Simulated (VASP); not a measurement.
# TiCo3 (Pm-3m) in VASP: further runs

The runs below take TiCo3 through single point, with r2SCAN.

All numbers are computed with VASP 6.6.1; they aren't measurements. Logs are shortened: lines on timing, memory, paths and dates and some standing lists are left out, and cuts for length are marked.

## 1. The cell of the first run

Symmetry: Pm-3m, No. 221, cubic system. The conventional cell has a = 3.587 Å, b = 3.587 Å, c = 3.587 Å, α = 90.00°, β = 90.00°, γ = 90.00°. Ti (site symmetry m-3m) has 12 Co at 2.54 Å within 3.3 Å. Within 3.3 Å of Co (site symmetry 4/mmm) lie 4 Ti at 2.54 Å and 8 Co at 2.54 Å.

## 2. Single point, r2SCAN, collinear spin, ferrimagnetic start

POSCAR reads:

```
TiCo3
1.0
    3.5872013979      0.0000000000      0.0000000000
    0.0000000000      3.5872013979      0.0000000000
    0.0000000000      0.0000000000      3.5872013979
Ti Co
1 3
Direct
    0.0000000000      0.0000000000      0.0000000000
    0.0000000000      0.5000000000      0.5000000000
    0.5000000000      0.0000000000      0.5000000000
    0.5000000000      0.5000000000      0.0000000000
```

INCAR.step1 reads:

```
PREC = Accurate ; ENCUT = 520
ISMEAR = 0 ; SIGMA = 0.15
LREAL = F ; LASPH = T
NELM = 150 ; ISPIN = 2
MAGMOM = -0.7 1.46 1.46 1.46 ; LMAXMIX = 4
NBANDS = 32 ; GGA = PE
ALGO = Normal ; EDIFF = 1E-4
LWAVE = T ; LCHARG = F
```

INCAR.step2 reads:

```
PREC = Accurate ; ENCUT = 520
EDIFF = 1E-6 ; ISMEAR = 0
SIGMA = 0.15 ; LREAL = F
LASPH = T ; NELM = 150
ALGO = Normal ; ISIF = 2
LWAVE = F ; LCHARG = F
ISPIN = 2 ; MAGMOM = -0.7 1.46 1.46 1.46
LORBIT = 11 ; LMAXMIX = 4
METAGGA = R2SCAN ; LMIXTAU = T
NBANDS = 32 ; ISTART = 1
```

KPOINTS reads:

```
Automatic mesh
0
Gamma
  14 14 14
```

Potentials or basis: VASP PAW PBE potentials, release 64 (Ti_sv, Co).

Started as:

```bash
cat potpaw_PBE.64/Ti_sv/POTCAR potpaw_PBE.64/Co/POTCAR > POTCAR
cp INCAR.step1 INCAR
mpirun -np 1 vasp_std > vasp.out
cp INCAR.step2 INCAR
mpirun -np 1 vasp_std > vasp.out
```

OUTCAR:

```text
PREC = Accurate
   ENCUT = 520
   EDIFF = 1E-6
   ISMEAR = 0
   LREAL = F
   LASPH = T
   NELM = 150
   ISIF = 2
   ISPIN = 2
   LORBIT = 11
   METAGGA = R2SCAN
   ISTART = 1

 ion  position               nearest neighbor table
   1  0.000  0.000  0.000-   2 2.54   3 2.54   4 2.54   2 2.54   3 2.54   2 2.54   4 2.54   2 2.54
                             3 2.54   4 2.54   3 2.54   4 2.54
   2  0.000  0.500  0.500-   1 2.54   3 2.54   4 2.54   1 2.54   4 2.54   1 2.54   3 2.54   1 2.54
                             3 2.54   4 2.54   4 2.54   3 2.54
   3  0.500  0.000  0.500-   1 2.54   2 2.54   4 2.54   1 2.54   4 2.54   2 2.54   4 2.54   4 2.54
                             1 2.54   2 2.54   1 2.54   2 2.54
   4  0.500  0.500  0.000-   1 2.54   2 2.54   3 2.54   2 2.54   3 2.54   1 2.54   3 2.54   3 2.54
                             1 2.54   2 2.54   2 2.54   1 2.54

  LATTYP: Found a simple cubic cell.
 ALAT       =     3.5872013979

  Lattice vectors:

 A1 = (   3.5872013979,   0.0000000000,   0.0000000000)
 A2 = (   0.0000000000,   3.5872013979,   0.0000000000)
 A3 = (   0.0000000000,   0.0000000000,   3.5872013979)

Analysis of symmetry for initial positions (statically):
=====================================================================
 Subroutine PRICEL returns:
 Original cell was already a primitive cell.

 Routine SETGRP: Setting up the symmetry group for a
 simple cubic supercell.

 Subroutine GETGRP returns: Found 48 space group operations
 (whereof 48 operations were pure point group operations)
 out of a pool of 48 trial point group operations.

The static configuration has the point symmetry O_h .

Analysis of symmetry for dynamics (positions and initial velocities):
=====================================================================
 Subroutine PRICEL returns:
 Original cell was already a primitive cell.

 Routine SETGRP: Setting up the symmetry group for a
 simple cubic supercell.

 Subroutine GETGRP returns: Found 48 space group operations
 (whereof 48 operations were pure point group operations)
 out of a pool of 48 trial point group operations.

The dynamic configuration has the point symmetry O_h .

Analysis of structural, dynamic, and magnetic symmetry:
=====================================================================
 Subroutine PRICEL returns:
 Original cell was already a primitive cell.

 Routine SETGRP: Setting up the symmetry group for a
 simple cubic supercell.

 Subroutine GETGRP returns: Found 48 space group operations
 (whereof 48 operations were pure point group operations)
 out of a pool of 48 trial point group operations.

The overall configuration has the point symmetry O_h .

 Subroutine INISYM returns: Found 48 space group operations
 (whereof 48 operations are pure point group operations),
 and found     1 'primitive' translations

----------------------------------------------------------------------------------------

                                     Primitive cell

  volume of cell :      46.1602

  direct lattice vectors                    reciprocal lattice vectors
     3.587201398  0.000000000  0.000000000     0.278768848  0.000000000  0.000000000
     0.000000000  3.587201398  0.000000000     0.000000000  0.278768848  0.000000000
     0.000000000  0.000000000  3.587201398     0.000000000  0.000000000  0.278768848

  length of vectors
     3.587201398  3.587201398  3.587201398     0.278768848  0.278768848  0.278768848

  position of ions in fractional coordinates (direct lattice)
     0.000000000  0.000000000  0.000000000
     0.000000000  0.500000000  0.500000000
     0.500000000  0.000000000  0.500000000
     0.500000000  0.500000000  0.000000000

  ion indices of the primitive-cell ions
   primitive index   ion index
                 1           1
                 2           2
                 3           3
                 4           4

----------------------------------------------------------------------------------------

[... 23 lines left out ...]

 Following reciprocal coordinates:
            Coordinates               Weight
  0.000000  0.000000  0.000000      1.000000
  0.071429  0.000000  0.000000      6.000000
  0.142857  0.000000  0.000000      6.000000
  0.214286  0.000000  0.000000      6.000000
  0.285714  0.000000  0.000000      6.000000
  0.357143  0.000000  0.000000      6.000000
[... 16 lines left out ...]
  0.285714  0.214286  0.000000     24.000000
  0.357143  0.214286  0.000000     24.000000
 [... further k-points ...]
   k-points           NKPTS =    120   k-points in BZ     NKDIM =    120   number of bands    NBANDS=     32
   number of dos      NEDOS =    301   number of ions     NIONS =      4
   total plane-waves  NPLWV =  21952
   dimension x,y,z NGX =    28 NGY =   28 NGZ =   28
   dimension x,y,z NGXF=    56 NGYF=   56 NGZF=   56
   ions per type =               1   3
   NGX,Y,Z   is equivalent  to a cutoff of  12.98, 12.98, 12.98 a.u.
   NGXF,Y,Z  is equivalent  to a cutoff of  25.95, 25.95, 25.95 a.u.
 SYSTEM =  unknown system
   PREC   = accura    normal or accurate (medium, high low for compatibility)
   ISTART =      1    job   : 0-new  1-cont  2-samecut
   ICHARG =      0    charge: 1-file 2-atom 10-const
   ISPIN  =      2    spin polarized calculation?
   LNONCOLLINEAR =      F non collinear calculations
   LSORBIT =      F    spin-orbit coupling
   LASPH  =      T    aspherical Exc in radial PAW
   ENCUT  =  520.0 eV  38.22 Ry    6.18 a.u.   6.67  6.67  6.67*2*pi/ulx,y,z
   NELM   =    150;   NELMIN=  2; NELMDL=  0     # of ELM steps
   EDIFF  = 0.1E-05   stopping-criterion for ELM
   LREAL  =      F    real-space projection
   EDIFFG = 0.1E-04   stopping-criterion for IOM
   NSW    =      0    number of steps for IOM
   IBRION =     -1    ionic relax: 0-MD 1-quasi-New 2-CG
   NFREE  =      0    steps in history (QN), initial steepest desc. (CG)
   ISIF   =      2    stress and relaxation
   ISYM   =      2    0-nonsym 1-usesym 2-fastsym
   POTIM  = 0.5000    time-step for ionic-motion
   TEBEG  =    0.0;   TEEND  =   0.0 temperature during run
   PSTRESS=    0.0 pullay stress
   NELECT =      39.0000    total number of electrons
   NUPDOWN=      -1.0000    fix difference up-down
   EMIN   =  10.00;   EMAX   =-10.00  energy-range for DOS
   EFERMI =   0.00;   METHOD = LEGACY
   ISMEAR =     0;   SIGMA  =   0.15  broadening in eV -4-tet -1-fermi 0-gaus
   EFERMI_NEDOS =   21; number of points for ismear=-14 and -15
   IALGO  =     38    algorithm
   IMIX   =      4    mixing-type and parameters
     AMIX     =   0.40;   BMIX     =  1.00
     AMIX_MAG =   1.60;   BMIX_MAG =  1.00
  volume/ion in A,a.u.               =      11.54        77.88
  Fermi-wavevector in a.u.,A,eV,Ry     =   1.547654  2.924642 32.589132  2.395234
  Thomas-Fermi vector in A             =   2.652717
   LORBIT       =     11    0 simple, 1 ext, 2 COOP (PROOUT), +10 PAW based schemes
   METAGGA = R2SCAN    functional components
   LHFCALC =     F    Hartree Fock is set to
   AEXX    =    0.0000 exact exchange contribution
   IVDW    =     0    specifies the selected vdW correction
   LEPSILON=     F    determine dielectric tensor
   LRPA    =     F    only Hartree local field effects (RPA)
 spin polarized calculation
 Gauss-broadening in eV      SIGMA  =   0.15
  energy-cutoff  :      520.00
  volume of cell :       46.16
 maximum number of plane-waves:      1265
 NGX is ok and might be reduce to    28
   NGX = 13   NGY = 13   NGZ = 13

 number of electron      39.0000046 magnetization       0.0153247

 number of electron      39.0000046 magnetization      -0.0001882

 Free energy of the ion-electron system (eV)
  ---------------------------------------------------
  ext. energy  EPLUGINS =         0.00000000
  ---------------------------------------------------
  free energy    TOTEN  =       -52.88963170 eV

  energy without entropy =      -52.84219581  energy(sigma->0) =      -52.86591375

 E-fermi :   9.9871     XC(G=0): -14.3651

 val. band max:        9.9870290330   @ k =   0.2143   0.1429   0.1429
 cond. band min:       9.9984871209   @ k =   0.2857   0.1429   0.0714
 fundamental gap:      0.0114580879
 Fermi energy:         9.9870931544

 spin component 1

 k-point     1 :       0.0000    0.0000    0.0000
  band No.  band energies     occupation
      1     -48.8666      1.00000
      2     -24.0746      1.00000
      3     -24.0746      1.00000
      4     -24.0746      1.00000
      5       1.6796      1.00000
      6       5.6217      1.00000
[... 805 lines left out ...]
     30      21.8447      0.00000
     31      22.5901      0.00000

 [... further k-points ...]

 spin component 2

 k-point     1 :       0.0000    0.0000    0.0000
  band No.  band energies     occupation
      1     -48.8665      1.00000
      2     -24.0745      1.00000
      3     -24.0745      1.00000
      4     -24.0745      1.00000
      5       1.6797      1.00000
      6       5.6218      1.00000
[... 805 lines left out ...]
     30      21.8447      0.00000
     31      22.5902      0.00000

 [... further k-points ...]

 [bands above 31 left out]

------------------------ aborting loop because EDIFF is reached ----------------------------------------

  FORCE on cell =-STRESS in cart. coord.  units (eV):
  Direction    XX          YY          ZZ          XY          YZ          ZX
  --------------------------------------------------------------------------------------
  -------------------------------------------------------------------------------------
  Total       -2.3492724     -2.3492724     -2.3492724      0.0000000      0.0000000      0.0000000
  in kB      -81.5411203    -81.5411203    -81.5411203      0.0000000      0.0000000      0.0000000
  external PRESSURE =     -81.5411203 kB  Pullay stress =       0.0000000 kB

 VOLUME and BASIS-vectors are now :
 -----------------------------------------------------------------------------
  energy-cutoff  :      520.00
  volume of cell :       46.16
      direct lattice vectors                 reciprocal lattice vectors
     3.587201398  0.000000000  0.000000000     0.278768848  0.000000000  0.000000000
     0.000000000  3.587201398  0.000000000     0.000000000  0.278768848  0.000000000
     0.000000000  0.000000000  3.587201398     0.000000000  0.000000000  0.278768848

 POSITION                                       TOTAL-FORCE (eV/Angst)
 -----------------------------------------------------------------------------------
      0.00000      0.00000      0.00000         0.000000      0.000000      0.000000
      0.00000      1.79360      1.79360         0.000000      0.000000      0.000000
      1.79360      0.00000      1.79360         0.000000      0.000000      0.000000
      1.79360      1.79360      0.00000         0.000000      0.000000      0.000000
 -----------------------------------------------------------------------------------
    total drift:                                0.000000      0.000000      0.000000

  FREE ENERGIE OF THE ION-ELECTRON SYSTEM (eV)
  ---------------------------------------------------
  free  energy   TOTEN  =       -52.8896317017 eV

  energy  without entropy=      -52.8421958063  energy(sigma->0) =      -52.86591375

 total charge

# of ion       s       p       d       tot
------------------------------------------
    1        2.260   6.199   1.880  10.339
    2        0.532   0.538   7.325   8.394
    3        0.532   0.538   7.325   8.394
    4        0.532   0.538   7.325   8.394
--------------------------------------------------
tot          3.854   7.815  23.853  35.522

 magnetization (x)

# of ion       s       p       d       tot
------------------------------------------
    1        0.000   0.000   0.000   0.000
    2        0.000   0.000  -0.000  -0.000
    3        0.000   0.000  -0.000  -0.000
    4        0.000   0.000  -0.000  -0.000
--------------------------------------------------
tot          0.000   0.000  -0.000  -0.000
```

Run time: 17 min. Hardware: 1 thread of Intel Xeon 6975P-C (Granite Rapids), shared host; peak memory 0.37 GiB.

What came out:

```
Free energy                                           : -52.8896 eV
Pressure                                              : -8.2 GPa
Net moment                                            : 0.00 μB per cell
Valence electrons inside the program's atomic spheres : Ti 10.34; Co 8.39
```

Levels at points of the mesh, in eV from the Fermi level:
Spin up:
```csv
k point,band 17,band 18,band 19,band 20,band 21,band 22,band 23,band 24
"(0.00, 0.00, 0.00)",0.53,0.84,0.84,0.84,2.65,2.65,3.39,3.39
"(0.50, 0.00, 0.00)",-0.58,-0.58,-0.49,0.03,0.84,1.31,1.31,2.06
"(0.50, 0.50, 0.00)",-0.87,-0.87,-0.81,-0.52,-0.20,1.83,1.83,2.25
"(0.50, 0.50, 0.50)",0.00,0.60,0.60,0.60,0.70,0.70,0.70,2.28
```
Spin down:
```csv
k point,band 16,band 17,band 18,band 19,band 20,band 21,band 22,band 23,band 24,band 25
"(0.00, 0.00, 0.00)",-0.15,0.53,0.84,0.84,0.84,2.65,2.65,3.39,3.39,3.39
"(0.50, 0.00, 0.00)",-0.80,-0.58,-0.58,-0.49,0.03,0.84,1.31,1.31,2.06,2.64
"(0.50, 0.50, 0.00)",-1.28,-0.87,-0.87,-0.81,-0.52,-0.20,1.83,1.83,2.25,2.25
"(0.50, 0.50, 0.50)",-1.04,0.00,0.60,0.60,0.60,0.70,0.70,0.70,2.28,2.28
```

Caveat: the cell stands under tension; the PAW data sets were made with another functional, which shifts forces and pressure a little.

(Continued in part 2 of 2.)
